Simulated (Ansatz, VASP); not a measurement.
# Li2S: VASP beside Ansatz

```
Li S
1.0
     0.00000    2.83541    2.83541
     2.83541    0.00000    2.83541
     2.83541    2.83541    0.00000
Li S
2 1
Direct
  0.25000 0.25000 0.25000
  0.75000 0.75000 0.75000
  0.00000 0.00000 0.00000
```

Alike in both runs: functional r2SCAN; dispersion D4; k mesh 6 × 6 × 6; no spin polarisation.

Ansatz relaxed the structure, and its values are those at the end. VASP's run is a single point on that final structure, the one shown.

|  | VASP | Ansatz |
| --- | --- | --- |
| version | VASP 6.6.1 | Ansatz 0.2.0 |
| potentials or method | VASP PAW PBE potentials, release 64 (Li_sv, S) | plane waves, PAW |
| plane-wave cutoff (eV) | 830 | 500 |
| occupations | gaussian, width 0.01 eV | fixed |
| valence electrons in the cell | 12 | 12 |

Ansatz gave:

- pressure (GPa): 0.0

Q: Which values does VASP return?

A: Pressure (GPa): -0.2.

VASP's potentials were made for PBE, not for r2SCAN.
